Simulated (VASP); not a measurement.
Here is a VASP 6.6.1 calculation.

Contents of INCAR:

```
PREC = Accurate ; ENCUT = 600
EDIFF = 1E-6 ; ISMEAR = 0
SIGMA = 0.05 ; LREAL = False
LASPH = True ; NELM = 120
ALGO = Normal ; ISIF = 2
LWAVE = False ; LCHARG = False
GGA = PE ; NBANDS = 56
GGA_COMPAT = False
```

File KPOINTS:

```
regular mesh
0
Gamma
  6 6 3
```

Contents of POSCAR:

```
HfO2
1.0
   -2.5575000000     -2.5575000000      0.0000000000
    2.5575000000     -2.5575000000      0.0000000000
   -1.0230000000     -1.0230000000     10.2300000000
Hf O
4 8
Direct
   -0.3750000000      0.0000000000      0.9375000000
    0.4250000000      0.5000000000      0.1875000000
   -0.1750000000      0.0000000000      0.4375000000
    0.2250000000      0.5000000000      0.6875000000
    0.4750000000      0.0000000000      0.0625000000
   -0.1250000000      0.5000000000      0.3125000000
    0.2750000000      0.0000000000      0.5625000000
   -0.3250000000      0.5000000000      0.8125000000
    0.3750000000      0.0000000000      0.3125000000
   -0.2250000000      0.5000000000      0.5625000000
    0.1750000000      0.0000000000      0.8125000000
   -0.0250000000      0.5000000000      0.0625000000
```

Potentials or basis: VASP PAW PBE potentials, release 64 (Hf_pv, O).

The run is started by

```sh
$ cat potpaw_PBE.64/Hf_pv/POTCAR potpaw_PBE.64/O/POTCAR > POTCAR
$ mpirun -np 1 vasp_std > vasp.out
```

(1) What does it give for the largest force?

(2) Estimate the band gap on the k mesh.

(3) Predict the pressure.

## Answers

(1) 82.075 eV/Å.

(2) 1.98 eV, indirect (least direct gap 2.18 eV).

(3) 38.4 GPa.

Caveat: spin-orbit coupling is left out, which moves the levels of the heavy elements; forces of over 1 eV/Å act on the atoms, so gaps and moduli don't describe the material at rest.
